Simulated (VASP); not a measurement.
# Ir3Ru2 (P-6m2) in VASP: a series of runs

The runs below take Ir3Ru2 through single point, relaxation of cell and atoms, with PBE.

Program: VASP 6.6.1. These are calculated values, not measurements. Logs are shortened: lines on timing, memory, paths and dates and some standing lists are left out, and cuts for length are marked.

### 1 The cell of the first run

It takes space group P-6m2 (No. 187, hexagonal). The conventional cell has a = 2.740 Å, b = 2.740 Å, c = 21.876 Å, α = 90.00°, β = 90.00°, γ = 120.00°. Ru (site symmetry 3m) has 6 Ir at 2.67 to 2.69 Å and 6 Ru at 2.74 Å within 3.5 Å. Ru (site symmetry 3m) has 6 Ir at 2.69 to 2.70 Å and 6 Ru at 2.74 Å within 3.5 Å. Within 3.6 Å of Ir (site symmetry -6m2) lie 12 Ir at 2.74 to 2.75 Å. Ir (site symmetry 3m) has 6 Ru at 2.69 Å and 6 Ir at 2.74 Å within 3.5 Å. Ir (site symmetry 3m) has 3 Ru at 2.67 Å and 9 Ir at 2.74 to 2.75 Å within 3.5 Å. Within 3.6 Å of Ir (site symmetry -6m2) lie 6 Ru at 2.70 Å and 6 Ir at 2.74 Å.

### 2 Single point, PBE

Contents of INCAR:

```
SYSTEM = Ir3Ru2
PREC     = Accurate       ! precision mode
ENCUT    = 520            ! plane-wave cutoff, eV
EDIFF    = 1E-7           ! SCF threshold, eV
ISMEAR   = 0              ! smearing method
SIGMA    = 0.2            ! smearing width, eV
LREAL    = .FALSE.        ! projectors in reciprocal space
LASPH    = .TRUE.         ! aspherical terms in the spheres
NELM     = 60             ! most SCF steps
ALGO     = Fast           ! electronic algorithm
ISIF     = 2              ! what is computed and relaxed
LWAVE    = .FALSE.        ! write WAVECAR
LCHARG   = .FALSE.        ! write CHGCAR
GGA      = PE             ! functional
NBANDS   = 66             ! bands
```

Contents of KPOINTS:

```
regular mesh
0
G
  12 12 1
  0 0 0
```

Contents of POSCAR:

```
Ir3Ru2
1.0
    2.7398347568      0.0000000000      0.0000000000
   -1.3699173784      2.3727665016      0.0000000000
    0.0000000000      0.0000000000     21.8756197667
Ru Ir
4 6
Direct
    0.6666666667      0.3333333333      0.7986774537
    0.6666666667      0.3333333333      0.2013225463
    0.6666666667      0.3333333333      0.4002079435
    0.6666666667      0.3333333333      0.5997920565
    0.6666666667      0.3333333333      0.0000000000
    0.3333333333      0.6666666667      0.6991905017
    0.3333333333      0.6666666667      0.8971625444
    0.3333333333      0.6666666667      0.1028374556
    0.3333333333      0.6666666667      0.3008094983
    0.3333333333      0.6666666667      0.5000000000
```

Potentials or basis: VASP PAW PBE potentials, release 64 (Ru_pv, Ir).

Started as:

```
$ cat potpaw_PBE.64/Ru_pv/POTCAR potpaw_PBE.64/Ir/POTCAR > POTCAR
$ mpirun -np 1 vasp_std > vasp.out
```

OUTCAR:

```text
SYSTEM = Ir3Ru2
   PREC = Accurate
   ENCUT = 520
   EDIFF = 1E-7
   ISMEAR = 0
   LREAL = .FALSE.
   LASPH = .TRUE.
   NELM = 60
   ISIF = 2
   GGA = PE

 ion  position               nearest neighbor table
   1  0.667  0.333  0.799-   7 2.67   7 2.67   7 2.67   6 2.69   6 2.69   6 2.69
   2  0.667  0.333  0.201-   8 2.67   8 2.67   8 2.67   9 2.69   9 2.69   9 2.69
   3  0.667  0.333  0.400-   9 2.69   9 2.69   9 2.69  10 2.70  10 2.70  10 2.70
   4  0.667  0.333  0.600-   6 2.69   6 2.69   6 2.69  10 2.70  10 2.70  10 2.70
   5  0.667  0.333  0.000-   7 2.75   8 2.75   7 2.75   8 2.75   7 2.75   8 2.75
   6  0.333  0.667  0.699-   4 2.69   4 2.69   4 2.69   1 2.69   1 2.69   1 2.69
   7  0.333  0.667  0.897-   1 2.67   1 2.67   1 2.67   5 2.75   5 2.75   5 2.75
   8  0.333  0.667  0.103-   2 2.67   2 2.67   2 2.67   5 2.75   5 2.75   5 2.75
   9  0.333  0.667  0.301-   3 2.69   3 2.69   3 2.69   2 2.69   2 2.69   2 2.69
  10  0.333  0.667  0.500-   3 2.70   4 2.70   3 2.70   4 2.70   3 2.70   4 2.70

  LATTYP: Found a hexagonal cell.
 ALAT       =     2.7398347568
 C/A-ratio  =     7.9842843487

  Lattice vectors:

 A1 = (   2.7398347568,   0.0000000000,   0.0000000000)
 A2 = (  -1.3699173784,   2.3727665016,   0.0000000000)
 A3 = (   0.0000000000,   0.0000000000,  21.8756197667)

Analysis of symmetry for initial positions (statically):
=====================================================================
 Subroutine PRICEL returns:
 Original cell was already a primitive cell.

 Routine SETGRP: Setting up the symmetry group for a
 hexagonal supercell.

 Subroutine GETGRP returns: Found 12 space group operations
 (whereof 12 operations were pure point group operations)
 out of a pool of 24 trial point group operations.

The static configuration has the point symmetry D_3h.

Analysis of symmetry for dynamics (positions and initial velocities):
=====================================================================
 Subroutine PRICEL returns:
 Original cell was already a primitive cell.

 Routine SETGRP: Setting up the symmetry group for a
 hexagonal supercell.

 Subroutine GETGRP returns: Found 12 space group operations
 (whereof 12 operations were pure point group operations)
 out of a pool of 24 trial point group operations.

The dynamic configuration has the point symmetry D_3h.

 Subroutine INISYM returns: Found 12 space group operations
[... 113 lines left out ...]
   ISIF   =      2    stress and relaxation
   ISYM   =      2    0-nonsym 1-usesym 2-fastsym
   POTIM  = 0.5000    time-step for ionic-motion
   TEBEG  =    0.0;   TEEND  =   0.0 temperature during run
   PSTRESS=    0.0 pullay stress
   NELECT =     110.0000    total number of electrons
   NUPDOWN=      -1.0000    fix difference up-down
   EMIN   =  10.00;   EMAX   =-10.00  energy-range for DOS
   EFERMI =   0.00;   METHOD = LEGACY
   ISMEAR =     0;   SIGMA  =   0.20  broadening in eV -4-tet -1-fermi 0-gaus
   EFERMI_NEDOS =   21; number of points for ismear=-14 and -15
   IALGO  =     68    algorithm
   IMIX   =      4    mixing-type and parameters
     AMIX     =   0.40;   BMIX     =  1.00
     AMIX_MAG =   1.60;   BMIX_MAG =  1.00
  volume/ion in A,a.u.               =      14.22        95.97
  Fermi-wavevector in a.u.,A,eV,Ry     =   1.502770  2.839823 30.726272  2.258317
  Thomas-Fermi vector in A             =   2.613967
   LORBIT       =      0    0 simple, 1 ext, 2 COOP (PROOUT), +10 PAW based schemes
   GGA     = PE    functional components
   LHFCALC =     F    Hartree Fock is set to
   AEXX    =    0.0000 exact exchange contribution
   IVDW    =     0    specifies the selected vdW correction
   LEPSILON=     F    determine dielectric tensor
   LRPA    =     F    only Hartree local field effects (RPA)
 non-spin polarized calculation
 RMM-DIIS sequential band-by-band and
 Gauss-broadening in eV      SIGMA  =   0.20
  energy-cutoff  :      520.00
  volume of cell :      142.21
 maximum number of plane-waves:      3869
   NGX = 11   NGY = 11   NGZ = 81

 number of electron     110.0000013 magnetization

 Free energy of the ion-electron system (eV)
  ---------------------------------------------------
  ext. energy  EPLUGINS =         0.00000000
  ---------------------------------------------------
  free energy    TOTEN  =       -90.20195244 eV

  energy without entropy =      -89.98333834  energy(sigma->0) =      -90.09264539

 E-fermi :  11.1424     XC(G=0): -13.9103

 val. band max:       11.1255447069   @ k =   0.2500  -0.0000   0.0000
 cond. band min:      11.1533625581   @ k =   0.0000   0.0000   0.0000
 fundamental gap:      0.0278178512
 Fermi energy:        11.1424059721

 k-point     1 :       0.0000    0.0000    0.0000
  band No.  band energies     occupation
      1     -32.2518      2.00000
      2     -32.2518      2.00000
      3     -32.1853      2.00000
      4     -32.1765      2.00000
      5     -31.7614      2.00000
      6     -31.7614      2.00000
[... 1300 lines left out ...]
     65      16.2105      0.00000
     66      16.3557      0.00000

------------------------ aborting loop because EDIFF is reached ----------------------------------------

  FORCE on cell =-STRESS in cart. coord.  units (eV):
  Direction    XX          YY          ZZ          XY          YZ          ZX
  --------------------------------------------------------------------------------------
  -------------------------------------------------------------------------------------
  Total        0.3411167      0.3411167      0.6714263      0.0000000      0.0000000      0.0000000
  in kB        3.8430300      3.8430300      7.5643081      0.0000000      0.0000000      0.0000000
  external PRESSURE =       5.0834560 kB  Pullay stress =       0.0000000 kB

 VOLUME and BASIS-vectors are now :
 -----------------------------------------------------------------------------
  energy-cutoff  :      520.00
  volume of cell :      142.21
      direct lattice vectors                 reciprocal lattice vectors
     2.739834757  0.000000000  0.000000000     0.364985515  0.210724485  0.000000000
    -1.369917378  2.372766502  0.000000000     0.000000000  0.421448971  0.000000000
     0.000000000  0.000000000 21.875619767     0.000000000  0.000000000  0.045712991

 POSITION                                       TOTAL-FORCE (eV/Angst)
 -----------------------------------------------------------------------------------
      1.36992      0.79092     17.47156        -0.000000     -0.000000     -0.004719
      1.36992      0.79092      4.40406        -0.000000      0.000000      0.004719
      1.36992      0.79092      8.75480         0.000000     -0.000000      0.003544
      1.36992      0.79092     13.12082         0.000000     -0.000000     -0.003544
      1.36992      0.79092      0.00000         0.000000      0.000000      0.000000
     -0.00000      1.58184     15.29523         0.000000      0.000000     -0.003315
     -0.00000      1.58184     19.62599        -0.000000      0.000000     -0.054771
     -0.00000      1.58184      2.24963         0.000000      0.000000      0.054771
     -0.00000      1.58184      6.58039         0.000000      0.000000      0.003315
     -0.00000      1.58184     10.93781         0.000000      0.000000      0.000000
 -----------------------------------------------------------------------------------
    total drift:                                0.000000     -0.000000      0.000000

  FREE ENERGIE OF THE ION-ELECTRON SYSTEM (eV)
  ---------------------------------------------------
  free  energy   TOTEN  =       -90.2019524378 eV

  energy  without entropy=      -89.9833383379  energy(sigma->0) =      -90.09264539
```

stdout:

```text
POSCAR found type information on POSCAR RuIr
 POSCAR found :  2 types and      10 ions
 scaLAPACK will be used
 LDA part: xc-table for (Slater+PW92), standard interpolation
 POSCAR, INCAR and KPOINTS ok, starting setup
 FFT: planning ... GRIDC
 FFT: planning ... GRID_SOFT
 FFT: planning ... GRID
 WAVECAR not read
 entering main loop
WARNING in EDDRMM: call to ZHEGV failed, returncode =   6  3     66
```

Wall time 19 min (1 thread of Intel Xeon 8259CL, shared host); peak memory 0.34 GiB.

Results:

| Property | Result |
| --- | --- |
| Free energy | -90.2020 eV |
| Pressure | 0.5 GPa |
| Largest force | 0.055 eV/Å |
| Band gap on the k mesh | zero (bands 55 and 56 overlap by 2.43 eV) |

Forces on the atoms (eV/Å):
```
Ru   0.000  0.000 -0.005
Ru   0.000  0.000  0.005
Ru   0.000  0.000  0.004
Ru   0.000  0.000 -0.004
Ir   0.000  0.000  0.000
Ir   0.000  0.000 -0.003
Ir   0.000  0.000 -0.055
Ir   0.000  0.000  0.055
Ir   0.000  0.000  0.003
Ir   0.000  0.000  0.000
```

Levels at points of the mesh, in eV from the Fermi level:
```csv
k point,band 48,band 49,band 50,band 51,band 52,band 53,band 54,band 55,band 56,band 57
"(0.00, 0.00, 0.00)",-2.41,-2.41,-2.11,-2.11,-1.56,-1.56,-1.52,-1.52,-1.44,-1.26
"(0.50, 0.00, 0.00)",0.34,0.46,0.49,0.63,0.76,0.86,0.91,0.91,0.93,1.09
```

Caveat: spin-orbit coupling is left out, which moves the levels of the heavy elements.

### 3 Relaxation of cell and atoms, PBE

This run uses another cell than the first one, of 13.88 Å³/atom.

Contents of INCAR:

```
PREC = Accurate ; ENCUT = 600
EDIFF = 1E-6 ; ISMEAR = 0
SIGMA = 0.1 ; LREAL = F
LASPH = T ; NELM = 80
ALGO = Fast ; ISIF = 3
LWAVE = F ; LCHARG = F
GGA = PE ; IBRION = 2
NSW = 90 ; EDIFFG = -0.04
```

Contents of KPOINTS:

```
Automatic mesh
0
Gamma
  6 6 1
```

Contents of POSCAR:

```
Ir3Ru2
1.0
    2.7037164600      0.0000000000      0.0000000000
   -1.3518582300      2.3414871400      0.0000000000
    0.0000000000      0.0000000000     21.9214045300
Ru Ir
4 6
Direct
    0.6666666700      0.3333333300      0.8000000000
    0.6666666700      0.3333333300      0.2000000000
    0.6666666700      0.3333333300      0.4000000000
    0.6666666700      0.3333333300      0.6000000000
    0.6666666700      0.3333333300      0.0000000000
    0.3333333300      0.6666666700      0.7000000000
    0.3333333300      0.6666666700      0.9000000000
    0.3333333300      0.6666666700      0.1000000000
    0.3333333300      0.6666666700      0.3000000000
    0.3333333300      0.6666666700      0.5000000000
```

Potentials or basis: VASP PAW PBE potentials, release 64 (Ru_pv, Ir).

Started as:

```
$ cat potpaw_PBE.64/Ru_pv/POTCAR potpaw_PBE.64/Ir/POTCAR > POTCAR
$ mpirun -np 1 vasp_std > vasp.out
```

Run time: 51 min. Hardware: 1 thread of Intel Xeon 8259CL, shared host; peak memory 0.37 GiB.

Results (log left out):

```yaml
Free_energy: -89.7965 eV
Relaxed_volume: 14.29 Å³/atom
Relaxed_cell: a = 2.758 Å, b = 2.758 Å, c = 21.701 Å, α = 90.00°, β = 90.00°, γ = 120.00°
Space_group_after_relaxing_to_0.1_Å: P-6m2 (No. 187)
Energy_gained_by_relaxing: 25.7 meV/atom
Ionic_steps: 15
Pressure_after_relaxing: -0.3 GPa
Largest_force_after_relaxing: 0.034 eV/Å
Band_gap_on_the_k_mesh: zero (bands 55 and 56 overlap by 2.40 eV)
```

Forces in eV/Å, atoms in the order of the input:
```
Ru   0.000  0.000  0.014
Ru   0.000  0.000 -0.014
Ru   0.000  0.000  0.034
Ru   0.000  0.000 -0.034
Ir   0.000  0.000  0.000
Ir   0.000  0.000 -0.015
Ir   0.000  0.000 -0.019
Ir   0.000  0.000  0.019
Ir   0.000  0.000  0.015
Ir   0.000  0.000  0.000
```

Stress tensor (GPa, compression positive):
```
-0.32  0.00  0.00
 0.00 -0.32  0.00
 0.00  0.00 -0.12
```

Step by step:
```
step  energy change (eV)  largest force (eV/Å)  pressure (GPa)  volume (Å³)
   1              0.0000                0.7339           10.14       138.78
   2              0.9722                0.2457          -24.48       157.07
   3             -0.1938                0.5675           -2.38       143.81
   4             -0.1942                0.5734           -1.89       143.59
   5             -0.2335                0.2255            1.45       142.30
   6             -0.2436                0.3658            0.33       142.70
   7             -0.2524                0.1464           -0.46       143.04
   8             -0.2528                0.1661           -0.69       143.14
   9             -0.2527                0.1018            1.40       142.23
  10             -0.2548                0.1362            0.34       142.69
  11             -0.2560                0.0645           -0.06       142.84
  12             -0.2560                0.0641           -0.07       142.84
  13             -0.2567                0.0501            0.07       142.79
  14             -0.2567                0.0440            0.13       142.76
  15             -0.2570                0.0337           -0.25       142.93
```

Final structure:
```
CELL_PARAMETERS angstrom
2.75778 0.00000 0.00000
-1.37889 2.38831 0.00000
0.00000 0.00000 21.70062
ATOMIC_POSITIONS crystal
Ru 0.66667 0.33333 0.79917
Ru 0.66667 0.33333 0.20083
Ru 0.66667 0.33333 0.39982
Ru 0.66667 0.33333 0.60018
Ir 0.66667 0.33333 0.00000
Ir 0.33333 0.66667 0.69973
Ir 0.33333 0.66667 0.89731
Ir 0.33333 0.66667 0.10269
Ir 0.33333 0.66667 0.30027
Ir 0.33333 0.66667 0.50000
```

Levels at points of the mesh, in eV from the Fermi level:
| k point | band 53 | band 54 | band 55 | band 56 | band 57 | band 58 | band 59 | band 60 | band 61 | band 62 |
| --- | --- | --- | --- | --- | --- | --- | --- | --- | --- | --- |
| (0.00, 0.00, 0.00) | -1.57 | -1.52 | -1.51 | -1.28 | -1.11 | -0.57 | -0.57 | -0.56 | -0.56 | 0.19 |
| (0.50, 0.00, 0.00) | 0.88 | 0.93 | 0.93 | 0.96 | 1.19 | 1.23 | 1.26 | 1.28 | 1.29 | 1.34 |

Caveat: the k points lie up to 0.44 Å⁻¹ apart in the final cell, too coarse for converged energies and pressures of a metal; spin-orbit coupling is left out, which moves the levels of the heavy elements.
